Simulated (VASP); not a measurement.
# Zr4W (Pm-3m) in VASP: notebook, part 2 of 2

VASP 6.6.1. The steps go on from the part before.

### Step 3. Single point, PBE

This run uses another cell than the first one, of 24.96 Å³/atom.

INCAR reads:

```
SYSTEM = Zr4W
PREC = Accurate ; ENCUT = 520
EDIFF = 1E-6 ; ISMEAR = 0
SIGMA = 0.1 ; LREAL = .False.
LASPH = .True. ; NELM = 80
ALGO = Normal ; ISIF = 2
LWAVE = .False. ; LCHARG = .False.
GGA = PE ; NBANDS = 39
```

KPOINTS reads:

```
regular mesh
0
Gamma
  4 4 4
  0 0 0
```

POSCAR reads:

```
Zr4W
1.0
    4.9970623806      0.0000000000      0.0000000000
    0.0000000000      4.9970623806      0.0000000000
    0.0000000000      0.0000000000      4.9970623806
Zr W
4 1
Direct
    0.5000000000      0.0000000000      0.0000000000
    0.0000000000      0.5000000000      0.0000000000
    0.0000000000      0.0000000000      0.5000000000
    0.0000000000      0.0000000000      0.0000000000
    0.5000000000      0.5000000000      0.5000000000
```

Potentials or basis: VASP PAW PBE potentials, release 64 (Zr_sv, W_sv).

On the command line:

```
$ cat potpaw_PBE.64/Zr_sv/POTCAR potpaw_PBE.64/W_sv/POTCAR > POTCAR
$ mpirun -np 1 vasp_std > vasp.out
```

OUTCAR:

```text
SYSTEM = Zr4W
   PREC = Accurate
   ENCUT = 520
   EDIFF = 1E-6
   ISMEAR = 0
   LREAL = .False.
   LASPH = .True.
   NELM = 80
   ISIF = 2
   GGA = PE

 ion  position               nearest neighbor table
   1  0.500  0.000  0.000-   4 2.50   4 2.50   2 3.53   5 3.53   3 3.53   5 3.53   2 3.53   5 3.53
                             5 3.53   2 3.53   3 3.53   3 3.53   3 3.53   2 3.53
   2  0.000  0.500  0.000-   4 2.50   4 2.50   1 3.53   5 3.53   3 3.53   5 3.53   1 3.53   3 3.53
                             3 3.53   3 3.53   1 3.53   5 3.53   5 3.53   1 3.53
   3  0.000  0.000  0.500-   4 2.50   4 2.50   1 3.53   5 3.53   1 3.53   2 3.53   2 3.53   2 3.53
                             5 3.53   2 3.53   1 3.53   5 3.53   1 3.53   5 3.53
   4  0.000  0.000  0.000-   1 2.50   2 2.50   3 2.50   3 2.50   2 2.50   1 2.50
   5  0.500  0.500  0.500-   1 3.53   2 3.53   3 3.53   1 3.53   2 3.53   1 3.53   3 3.53   1 3.53
                             2 3.53   3 3.53   2 3.53   3 3.53

  LATTYP: Found a simple cubic cell.
 ALAT       =     4.9970623806

  Lattice vectors:

 A1 = (   4.9970623806,   0.0000000000,   0.0000000000)
 A2 = (   0.0000000000,   4.9970623806,   0.0000000000)
 A3 = (   0.0000000000,   0.0000000000,   4.9970623806)

Analysis of symmetry for initial positions (statically):
=====================================================================
 Subroutine PRICEL returns:
 Original cell was already a primitive cell.

 Routine SETGRP: Setting up the symmetry group for a
 simple cubic supercell.

 Subroutine GETGRP returns: Found 48 space group operations
 (whereof 48 operations were pure point group operations)
 out of a pool of 48 trial point group operations.

The static configuration has the point symmetry O_h .

Analysis of symmetry for dynamics (positions and initial velocities):
=====================================================================
 Subroutine PRICEL returns:
 Original cell was already a primitive cell.

 Routine SETGRP: Setting up the symmetry group for a
 simple cubic supercell.

 Subroutine GETGRP returns: Found 48 space group operations
 (whereof 48 operations were pure point group operations)
 out of a pool of 48 trial point group operations.

[... 116 lines left out ...]
   GGA     = PE    functional components
   LHFCALC =     F    Hartree Fock is set to
   AEXX    =    0.0000 exact exchange contribution
   IVDW    =     0    specifies the selected vdW correction
   LEPSILON=     F    determine dielectric tensor
   LRPA    =     F    only Hartree local field effects (RPA)
 non-spin polarized calculation
 Gauss-broadening in eV      SIGMA  =   0.10
  energy-cutoff  :      520.00
  volume of cell :      124.78
 maximum number of plane-waves:      3407
 NGX is ok and might be reduce to    40
   NGX = 19   NGY = 19   NGZ = 19

 number of electron      61.9999998 magnetization

 Free energy of the ion-electron system (eV)
  ---------------------------------------------------
  ext. energy  EPLUGINS =         0.00000000
  ---------------------------------------------------
  free energy    TOTEN  =       -38.72360759 eV

  energy without entropy =      -38.68244386  energy(sigma->0) =      -38.70302572

 E-fermi :   7.3729     XC(G=0): -10.6758

 val. band max:        7.2616360742   @ k =   0.5000   0.2500   0.2500
 cond. band min:       7.3741175280   @ k =   0.5000   0.2500   0.0000
 fundamental gap:      0.1124814538
 Fermi energy:         7.3728788455

 k-point     1 :       0.0000    0.0000    0.0000
  band No.  band energies     occupation
      1     -66.9151      2.00000
      2     -41.6556      2.00000
      3     -41.4633      2.00000
      4     -41.4633      2.00000
      5     -39.6258      2.00000
      6     -30.9928      2.00000
[... 409 lines left out ...]
     38      10.3177      0.00000
     39      10.3498      0.00000

------------------------ aborting loop because EDIFF is reached ----------------------------------------

  FORCE on cell =-STRESS in cart. coord.  units (eV):
  Direction    XX          YY          ZZ          XY          YZ          ZX
  --------------------------------------------------------------------------------------
  -------------------------------------------------------------------------------------
  Total        0.1738331      0.1738331      0.1738331     -0.0000000      0.0000000     -0.0000000
  in kB        2.2320228      2.2320228      2.2320228     -0.0000000      0.0000000     -0.0000000
  external PRESSURE =       2.2320228 kB  Pullay stress =       0.0000000 kB

 VOLUME and BASIS-vectors are now :
 -----------------------------------------------------------------------------
  energy-cutoff  :      520.00
  volume of cell :      124.78
      direct lattice vectors                 reciprocal lattice vectors
     4.997062381  0.000000000  0.000000000     0.200117574  0.000000000  0.000000000
     0.000000000  4.997062381  0.000000000     0.000000000  0.200117574  0.000000000
     0.000000000  0.000000000  4.997062381     0.000000000  0.000000000  0.200117574

 POSITION                                       TOTAL-FORCE (eV/Angst)
 -----------------------------------------------------------------------------------
      2.49853      0.00000      0.00000         0.000000      0.000000      0.000000
      0.00000      2.49853      0.00000         0.000000      0.000000      0.000000
      0.00000      0.00000      2.49853         0.000000      0.000000      0.000000
      0.00000      0.00000      0.00000         0.000000      0.000000      0.000000
      2.49853      2.49853      2.49853         0.000000      0.000000      0.000000
 -----------------------------------------------------------------------------------
    total drift:                                0.000000      0.000000     -0.000000

  FREE ENERGIE OF THE ION-ELECTRON SYSTEM (eV)
  ---------------------------------------------------
  free  energy   TOTEN  =       -38.7236075863 eV

  energy  without entropy=      -38.6824438576  energy(sigma->0) =      -38.70302572
```

OSZICAR:

```text
N       E                     dE             d eps       ncg     rms          rms(c)
DAV:   1     0.723579802923E+03    0.72358E+03   -0.34191E+04   788   0.161E+03
DAV:   2     0.140855259082E+02   -0.70949E+03   -0.69137E+03   844   0.496E+02
DAV:   3    -0.398633736923E+02   -0.53949E+02   -0.51186E+02  1312   0.107E+02
DAV:   4    -0.448788846321E+02   -0.50155E+01   -0.49136E+01  1161   0.271E+01
DAV:   5    -0.452613668865E+02   -0.38248E+00   -0.38180E+00  1202   0.551E+00    0.339E+01
DAV:   6    -0.545118771098E+02   -0.92505E+01   -0.83696E+01   961   0.348E+01    0.255E+01
DAV:   7    -0.393328519888E+02    0.15179E+02   -0.74248E+01  1007   0.239E+01    0.185E+01
DAV:   8    -0.388062979710E+02    0.52655E+00   -0.57342E+00  1135   0.835E+00    0.680E+00
DAV:   9    -0.387193137679E+02    0.86984E-01   -0.70563E-01  1083   0.432E+00    0.170E+00
DAV:  10    -0.387226553990E+02   -0.33416E-02   -0.52967E-02  1065   0.127E+00    0.995E-01
DAV:  11    -0.387237551363E+02   -0.10997E-02   -0.95357E-03   987   0.709E-01    0.208E-01
DAV:  12    -0.387236118610E+02    0.14328E-03   -0.10281E-03  1184   0.170E-01    0.878E-02
DAV:  13    -0.387236056094E+02    0.62516E-05   -0.86325E-05  1027   0.639E-02    0.151E-02
DAV:  14    -0.387236074544E+02   -0.18450E-05   -0.73231E-06  1017   0.166E-02    0.312E-03
DAV:  15    -0.387236075863E+02   -0.13187E-06   -0.49521E-07   593   0.468E-03
   1 F= -.38723608E+02 E0= -.38703026E+02  d E =-.411637E-01
```

It took 79 s on 1 thread of Intel Xeon 8259CL, shared host; peak memory 0.25 GiB.

What came out:

```yaml
Free_energy: -38.7236 eV
Pressure: 0.2 GPa
Band_gap_on_the_k_mesh: zero (bands 31 and 32 overlap by 0.88 eV)
```

Caveat: spin-orbit coupling is left out, which moves the levels of the heavy elements.

### Step 4. Relaxation of cell and atoms, PBE

INCAR reads:

```
SYSTEM = Zr4W
  ALGO = Normal
  EDIFF = 1E-7
  EDIFFG = -0.04
  ENCUT = 600
  GGA = PE
  IBRION = 2
  ISIF = 3
  ISMEAR = 0
  LASPH = .True.
  LCHARG = .False.
  LREAL = .False.
  LWAVE = .False.
  NELM = 60
  NSW = 90
  PREC = Accurate
  SIGMA = 0.1
```

KPOINTS reads:

```
k-points
0
Gamma
  4 4 4
  0 0 0
```

POSCAR: that of step 3 with these lines changed.

```diff
@@ -2,5 +2,5 @@
 1.0
-    4.9970623806      0.0000000000      0.0000000000
-    0.0000000000      4.9970623806      0.0000000000
-    0.0000000000      0.0000000000      4.9970623806
+    4.3718290000      0.0000000000      0.0000000000
+    0.0000000000      4.3718290000      0.0000000000
+    0.0000000000      0.0000000000      4.3718290000
 Zr W
```

On the command line:

```
$ cat potpaw_PBE.64/Zr_sv/POTCAR potpaw_PBE.64/W_sv/POTCAR > POTCAR
$ mpirun -np 1 vasp_std > vasp.out
```

It took 8.4 min on 1 thread of Intel Xeon 8259CL, shared host; peak memory 0.23 GiB.

The run converged. Its results:

```yaml
Free_energy: -38.7065 eV
Relaxed_volume: 25.04 Å³/atom
Relaxed_cell: a = 5.002 Å, b = 5.002 Å, c = 5.002 Å, α = 90.00°, β = 90.00°, γ = 90.00°
Space_group_after_relaxing_to_0.1_Å: Pm-3m (No. 221)
Energy_gained_by_relaxing: 1257.3 meV/atom
Ionic_steps: 5
Pressure_after_relaxing: 0.0 GPa
Band_gap_on_the_k_mesh: zero (bands 31 and 32 overlap by 0.88 eV)
```

Step by step:
| step | energy change (eV) | largest force (eV/Å) | pressure (GPa) | volume (Å³) |
| --- | --- | --- | --- | --- |
| 1 | 0.0000 | 0.0000 | 68.83 | 83.56 |
| 2 | -0.7263 | 0.0000 | -15.05 | 203.92 |
| 3 | -6.2655 | 0.0000 | -2.01 | 128.51 |
| 4 | -6.2842 | 0.0000 | -0.70 | 126.31 |
| 5 | -6.2867 | 0.0000 | 0.00 | 125.18 |

Final structure:
```
CELL_PARAMETERS angstrom
5.00242 0.00000 0.00000
0.00000 5.00242 0.00000
0.00000 0.00000 5.00242
ATOMIC_POSITIONS crystal
Zr 0.50000 0.00000 0.00000
Zr 0.00000 0.50000 0.00000
Zr 0.00000 0.00000 0.50000
Zr 0.00000 0.00000 0.00000
W 0.50000 0.50000 0.50000
```

Levels at points of the mesh, in eV from the Fermi level:
```csv
k point,band 28,band 29,band 30,band 31,band 32,band 33,band 34,band 35
"(0.00, 0.00, 0.00)",-1.66,-1.34,-0.31,-0.31,-0.31,1.71,1.71,1.71
"(0.50, 0.00, 0.00)",-1.01,-0.90,-0.71,-0.71,0.14,0.51,1.26,1.26
"(0.50, 0.50, 0.00)",-0.52,-0.38,-0.17,0.17,0.17,0.40,0.49,0.49
"(0.50, 0.50, 0.50)",0.01,0.01,0.53,0.53,0.53,0.97,0.97,0.97
```

Caveat: the volume moved by over 15 % at a fixed basis, so the end points are rough; spin-orbit coupling is left out, which moves the levels of the heavy elements.

### Step 5. Overview

| task | cell | cutoff (eV) | gap on the mesh (eV) | pressure (GPa) |
| --- | --- | --- | --- | --- |
| single point | a = 4.372 Å, 5 atoms | 520 | none | 68.8 |
| single point | a = 4.997 Å, 5 atoms | 520 | none | 0.2 |
| relaxation of cell and atoms | relaxed from a = 4.372 Å, 5 atoms | 600 | none | 0.0 |

Alike in all rows: level PBE; potentials or basis VASP PAW PBE potentials, release 64 (Zr_sv, W_sv); no spin polarisation; k mesh 4 × 4 × 4; smearing gaussian 0.1 eV.

Caveats: spin-orbit coupling is left out, which moves the levels of the heavy elements; the cell stands under pressure (at least some runs); the volume moved by over 15 % at a fixed basis, so the end points are rough (at least some runs).

Absolute energies hang on the potentials; compare differences alone.
